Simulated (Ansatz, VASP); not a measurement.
# Sr: VASP beside Ansatz

File INCAR:

```
SYSTEM = Sr
PREC = Accurate
ENCUT = 520
EDIFF = 1E-7
ISMEAR = 0
SIGMA = 0.15
LREAL = .FALSE.
LASPH = .TRUE.
NELM = 100
ALGO = Normal
ISIF = 2
LWAVE = .FALSE.
LCHARG = .TRUE.
GGA = PS
LELF = .TRUE.
LVHAR = .TRUE.
NBANDS = 17
```

File KPOINTS:

```
regular mesh
0
G
  12 12 8
  0 0 0
```

File POSCAR:

```
Sr
1.0
    4.1945366888      0.0000000000      0.0000000000
   -2.0972683444      3.6325753296      0.0000000000
    0.0000000000      0.0000000000      6.8785266073
Sr
2
Direct
    0.1664495862      0.6666666667      0.2500000000
    0.8335504138      0.3333333333      0.7500000000
```

Input for Ansatz:

```yaml
crystal:
  lattice:
    - [4.1945366888, 0.0, 0.0]
    - [-2.0972683444, 3.6325753296, 0.0]
    - [0.0, 0.0, 6.8785266073]
  atoms:
    - { symbol: Sr, position: [0.1664495862, 0.6666666667, 0.25] }
    - { symbol: Sr, position: [0.8335504138, 0.3333333333, 0.75] }
basis:
  ecutwfc: 420
kpoints:
  mp_grid: { grid: [12, 12, 8] }
hamiltonian:
  xc: pbesol
scf:
  occupations: { method: gaussian, width: 0.15 }
output:
  forces: true
  stress: true
  eigenvalues: true
  write_density: true
  write_potential: true
  elf: true
  volumetric_format: npy
```

Change from the starting cell: mode 4 frozen in at -0.700 Å and mode 6 at +0.000 Å (largest displacements).

Alike in both runs: task single point; functional PBEsol; k mesh 12 × 12 × 8; occupations gaussian, width 0.15 eV; no spin polarisation.

```csv
,VASP,Ansatz
version,VASP 6.6.1,Ansatz 0.2.0
potentials or method,"VASP PAW PBE potentials, release 64 (Sr_sv), cutoff 520 eV","scalar-relativistic, plane waves, PAW"
valence electrons in the cell,20,20
```

```csv
,VASP,Ansatz,Ansatz less VASP
gap on the k mesh at the Fermi level (eV),none,none,-
pressure (GPa),0.1,0.1,-0.01
"traceless stress, the component that is largest in VASP (GPa)",1.59,1.58,-0.005
rms of the force components (eV/Å),0.235,0.234,-0.0005
```

VASP's potentials were made for PBE, not for PBEsol. Atom by atom the forces differ by 0.000 eV/Å (rms over components). A gap of «none» marks a metal or a gap that the smearing closes. The functional is the same, so the differences come from potentials, cutoffs and numerics.
